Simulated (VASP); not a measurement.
Write the native input for VASP 6.6.1 that does the following.

```yaml
Task: single point
Functional: PBEsol
Potentials_or_basis: VASP PAW PBE potentials, release 64 (Sr_sv, Ti_sv, O)
Cutoff: 520 eV
k_mesh: 8 × 8 × 8
Occupations: gaussian, width 0.02 eV
Spin: no spin polarisation
Dipole_correction: no
Further_INCAR_settings: ALGO = Normal; EDIFF = 1e-06; NBANDS = 28
```

The structure of SrTiO3 lies in POSCAR:

```
SrTiO3
1.0
    3.9258415304      0.0000000000      0.0000000000
    0.0000000000      3.9258415304      0.0000000000
    0.0000000000      0.0000000000      3.9884375010
Sr Ti O
1 1 3
Direct
    0.5000000000      0.5000000000      0.5081637248
    0.0000000000      0.0000000000      0.0102563992
    0.5000000000      0.0000000000      0.9753342346
    0.0000000000      0.5000000000      0.9753342346
    0.0000000000      0.0000000000      0.4749123568
```

The input as run:

INCAR

```
ALGO = Normal
EDIFF = 1E-6
ENCUT = 520
GGA = PS
ISIF = 2
ISMEAR = 0
LASPH = T
LCHARG = F
LREAL = F
LWAVE = F
NBANDS = 28
NELM = 80
PREC = Accurate
SIGMA = 0.02
```

KPOINTS

```
k-points
0
Gamma
  8 8 8
```

Potentials or basis: VASP PAW PBE potentials, release 64 (Sr_sv, Ti_sv, O).

The run is started by

```bash
$ cat potpaw_PBE.64/Sr_sv/POTCAR potpaw_PBE.64/Ti_sv/POTCAR potpaw_PBE.64/O/POTCAR > POTCAR
$ mpirun -np 1 vasp_std > vasp.out
```

Results of the run:

```
Pressure               : -5.3 GPa
Largest force          : 0.025 eV/Å
Band gap on the k mesh : 1.80 eV, indirect (least direct gap 2.37 eV)
```

Caveat: the PAW data sets were made with another functional, which shifts forces and pressure a little.

Run time: 5.5 min on 1 thread of AMD EPYC 7R13, on a shared host, peak memory 0.23 GiB.
